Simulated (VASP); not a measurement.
Wanted: the native input for a VASP 6.6.1 run.

| Quantity | Value |
| --- | --- |
| Task | single point |
| Functional | PBE |
| Potentials or basis | VASP PAW PBE potentials, release 64 (Hf_pv) |
| Cutoff | 520 eV |
| k mesh | 13 × 13 × 7 |
| Occupations | fermi-dirac, width 0.05 eV |
| Spin | no spin polarisation |
| Dipole correction | no |
| Further INCAR settings | ALGO = Normal; EDIFF = 1e-06; NBANDS = 17 |

The structure of Hf lies in POSCAR:

```
Hf
1.0
    3.1752435252      0.0000000000      0.0000000000
   -1.5876217626      2.7498415561      0.0000000000
    0.0000000000      0.0000000000      5.0238540107
Hf
2
Direct
    0.3333333333      0.6666666667      0.2500000000
    0.6666666667      0.3333333333      0.7500000000
```

This cell differs from its parent crystal: volume scaled by 0.98.

These files were run (other wordings do the same):

INCAR

```
SYSTEM = Hf
PREC = Accurate ; ENCUT = 520
EDIFF = 1E-6 ; ISMEAR = -1
SIGMA = 0.05 ; LREAL = .FALSE.
LASPH = .TRUE. ; NELM = 60
ALGO = Normal ; ISIF = 2
LWAVE = .FALSE. ; LCHARG = .FALSE.
GGA = PE ; NBANDS = 17
```

KPOINTS

```
Automatic mesh
0
G
  13 13 7
  0 0 0
```

Potentials or basis: VASP PAW PBE potentials, release 64 (Hf_pv).

The run is started by

```sh
$ cat potpaw_PBE.64/Hf_pv/POTCAR > POTCAR
$ mpirun -np 1 vasp_std > vasp.out
```

Results of the run:

| Property | Result |
| --- | --- |
| Pressure | 2.6 GPa |
| Band gap on the k mesh | zero (band 10 reaches 6.24 eV, above the bottom of band 11 at 4.67 eV) |

Caveat: spin-orbit coupling is left out, which moves the levels of the heavy elements.

Run time: 29 s on 1 thread of AMD EPYC 9R45 96-Core Processor (Zen 5) (shared host), peak memory 0.16 GiB.
